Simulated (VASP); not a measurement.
A run of VASP 6.6.1 is set up as follows.

File INCAR:

```
SYSTEM = Si
PREC = Accurate ; ENCUT = 520
EDIFF = 1E-6 ; ISMEAR = 0
SIGMA = 0.05 ; LREAL = .FALSE.
LASPH = .TRUE. ; NELM = 100
ALGO = Normal ; ISIF = 2
LWAVE = .FALSE. ; LCHARG = .FALSE.
GGA = PE ; NBANDS = 11
```

The input KPOINTS:

```
Automatic mesh
0
G
  8 8 8
  0 0 0
```

The input POSCAR:

```
Si
1.0
    0.0000000000      2.9810205263      2.5434395316
    2.6801835925      0.0000000000      2.5434395316
    2.6801835925      2.9810205263      0.0000000000
Si
2
Direct
    0.5000000000      0.5000000000      0.5000000000
    0.7500000000      0.7500000000      0.7500000000
```

Potentials or basis: VASP PAW PBE potentials, release 64 (Si).

Launch:

```sh
$ cat potpaw_PBE.64/Si/POTCAR > POTCAR
$ mpirun -np 1 vasp_std > vasp.out
```

Q: What does it give for the pressure?

A: -0.1 GPa.

Q: Predict the band gap on the k mesh.

A: Zero (bands 4 and 5 overlap by 0.46 eV).

Stress tensor (GPa, compression positive):
```
 3.63  0.00  0.00
 0.00 -9.92  0.00
 0.00  0.00  6.04
```

Caveat: the cell differs from its parent crystal (strain +e along x and -e along y -0.0550, strain +e along z and -e/2 along x and y -0.0700); the stress differs along the axes, from -10 to 6 GPa; semilocal functionals underestimate gaps, and a narrow one can read as zero.
